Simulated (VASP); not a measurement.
Here is a VASP 6.6.1 calculation.

The input INCAR:

```
SYSTEM = BeAs
PREC = Accurate ; ENCUT = 520
EDIFF = 1E-7 ; ISMEAR = 0
SIGMA = 0.1 ; LREAL = .FALSE.
LASPH = .TRUE. ; NELM = 60
ALGO = Normal ; ISIF = 2
LWAVE = .FALSE. ; LCHARG = .FALSE.
GGA = PE ; NBANDS = 10
```

The input KPOINTS:

```
Automatic mesh
0
G
  6 6 6
  0 0 0
```

File POSCAR:

```
BeAs
1.0
    0.0000000000      2.5120243446      2.5120243446
    2.5120243446      0.0000000000      2.5120243446
    2.5120243446      2.5120243446      0.0000000000
Be As
1 1
Direct
    0.0000000000      0.0000000000      0.0000000000
    0.7500000000      0.7500000000      0.7500000000
```

Potentials or basis: VASP PAW PBE potentials, release 64 (Be, As).

Command:

```console
$ cat potpaw_PBE.64/Be/POTCAR potpaw_PBE.64/As/POTCAR > POTCAR
$ mpirun -np 1 vasp_std > vasp.out
```

Task: Estimate the pressure.

Result: 7.4 GPa.

Caveat: the k points lie up to 0.36 Å⁻¹ apart.
